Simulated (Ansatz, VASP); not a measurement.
# One calculation of Os, two programs

```
Os
1.0
     2.75279    0.00000    0.00000
    -1.37640    2.38399    0.00000
     0.00000    0.00000    4.35086
Os
2
Direct
  0.33333 0.66667 0.25000
  0.66667 0.33333 0.75000
```

Alike in both runs: task relaxation of cell and atoms; functional PBE; dispersion D3(BJ); k mesh 18 × 18 × 10; occupations gaussian, width 0.1 eV; no spin polarisation.

|  | VASP | Ansatz |
| --- | --- | --- |
| version | VASP 6.6.1 | Ansatz 0.2.0 |
| potentials or method | VASP PAW PBE potentials, release 64 (Os), cutoff 600 eV | scalar-relativistic, plane waves, PAW |
| valence electrons in the cell | 16 | 32 |

|  | VASP | Ansatz | Ansatz less VASP |
| --- | --- | --- | --- |
| gap on the k mesh at the Fermi level, each at its own relaxed structure (eV) | none | none | - |
| relaxed volume (Å³/atom) | 14.02 | 14.01 | -0.007 |
| relaxed cell length with the largest relative difference (Å) | 2.736 | 2.735 | -0.0006 |

A gap of «none» marks a metal or a gap that the smearing closes. VASP's potentials hold 16 valence electrons a cell and Ansatz's 32, so a difference there can come from the potentials and not from the codes.

Neither program's run includes spin-orbit coupling.
